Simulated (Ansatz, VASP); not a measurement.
One calculation of Li2Pd, two programs

Contents of INCAR:

```
PREC = Accurate
ENCUT = 520
EDIFF = 1E-8
ISMEAR = -1
SIGMA = 0.08
LREAL = False
LASPH = True
NELM = 80
ALGO = Normal
ISIF = 2
LWAVE = False
LCHARG = False
GGA = CA
LEFG = True
NBANDS = 15
```

The input KPOINTS:

```
Automatic mesh
0
Gamma
  11 11 15
```

Contents of POSCAR:

```
Li2Pd
1.0
    4.1404167863      0.0000000000      0.0000000000
   -2.0702083932      3.5857061193      0.0000000000
    0.0000000000      0.0000000000      2.6761312904
Li Pd
2 1
Direct
    0.3333333333      0.6666666667      0.5000000000
    0.6666666667      0.3333333333      0.5000000000
    0.0000000000      0.0000000000      0.0000000000
```

Input for Ansatz:

```yaml
crystal:
  lattice:
    - [4.1404167863, 0.0, 0.0]
    - [-2.0702083932, 3.5857061193, 0.0]
    - [0.0, 0.0, 2.6761312904]
  atoms:
    - { symbol: Li, position: [0.3333333333, 0.6666666667, 0.5] }
    - { symbol: Li, position: [0.6666666667, 0.3333333333, 0.5] }
    - { symbol: Pd, position: [0.0, 0.0, 0.0] }
kpoints:
  mp_grid: { grid: [11, 11, 15] }
scf:
  occupations: { method: fermi_dirac, width: 0.08 }
hamiltonian:
  xc: lda
  pseudopotentials: { kind: all_electron, datasets: crystal }
output:
  forces: true
  stress: true
  eigenvalues: true
  efg: { contact_densities: true }
```

Change from the starting cell: volume scaled by 0.94, crystal datasets.

Alike in both runs: task electric field gradients; functional LDA; k mesh 11 × 11 × 15; occupations fermi-dirac, width 0.08 eV; no spin polarisation.

```csv
,VASP,Ansatz
version,VASP 6.6.1,Ansatz 0.2.0
potentials or method,"VASP PAW LDA potentials, release 64 (Li_sv, Pd), cutoff 520 eV","all-electron PAW with datasets made for the crystal, scalar-relativistic"
```

VASP gave:

- size of Vzz on the site where it differs most (V/Å²): 94.8

Question: Estimate Ansatz's values.

Answer: Size of Vzz on the site where it differs most (V/Å²): 86.4.

LDA's correlation is that of Perdew and Zunger in VASP and of Perdew and Wang (1992) in Ansatz. Ansatz ran all-electron here, and VASP with PAW potentials.

Noted on VASP's run: the cutoff is short for stress, so the pressure is rough.
